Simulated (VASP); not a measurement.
A run of VASP 6.6.1 is set up as follows.

INCAR

```
  PREC = Accurate
  ENCUT = 520
  EDIFF = 1E-6
  ISMEAR = 0
  SIGMA = 0.1
  LREAL = Auto
  LASPH = True
  NELM = 80
  ALGO = Normal
  ISIF = 2
  LWAVE = False
  LCHARG = True
  GGA = PE
  LELF = True
  LVHAR = True
  NBANDS = 88
```

File KPOINTS:

```
regular mesh
0
Gamma
  4 4 4
```

File POSCAR:

```
Zr9N8
1.0
    0.0000000000      4.5945978683     -4.5945978683
    4.5945978683      4.5945978683      0.0000000000
    4.5945978683      0.0000000000     -4.5945978683
Zr N
9 8
Direct
    0.2512704121      0.7523819492      0.2495840839
    0.2522638614      0.2533425195      0.2483002937
    0.7520488406      0.7524508345      0.2488431050
    0.7318395638      0.2264429945      0.2953972336
    0.2512667121      0.7523830374      0.7489879634
    0.3214589268      0.2185931237      0.7310405821
    0.7161257839      0.8458785973      0.7200802105
    0.7319083403      0.2265026298      0.7485023932
    0.8885817904      0.4262518845      0.8438174811
    0.4862969653      0.5008932372      0.0075035947
    0.4892763337     -0.0080303002      0.0337402760
    1.0155652646      0.5082172732      0.0173993464
    1.0009104457      0.0034562328     -0.0010773522
    0.5062683540      0.5111810799      0.4923953227
    0.4892629485     -0.0080804678      0.4872131499
    1.0154821235      0.5081225968      0.4612042361
    1.0189994063      0.0071397979      0.4880408611
```

Potentials or basis: VASP PAW PBE potentials, release 64 (Zr_sv, N).

Run with:

```console
$ cat potpaw_PBE.64/Zr_sv/POTCAR potpaw_PBE.64/N/POTCAR > POTCAR
$ mpirun -np 1 vasp_std > vasp.out
```

Task: What does it give for the largest force?

Result: 0.217 eV/Å.

Task: Estimate the pressure.

Result: 37.3 GPa.

Stress tensor (GPa, compression positive):
```
37.26  0.00  1.03
 0.00 37.51  0.00
 1.03  0.00 37.26
```
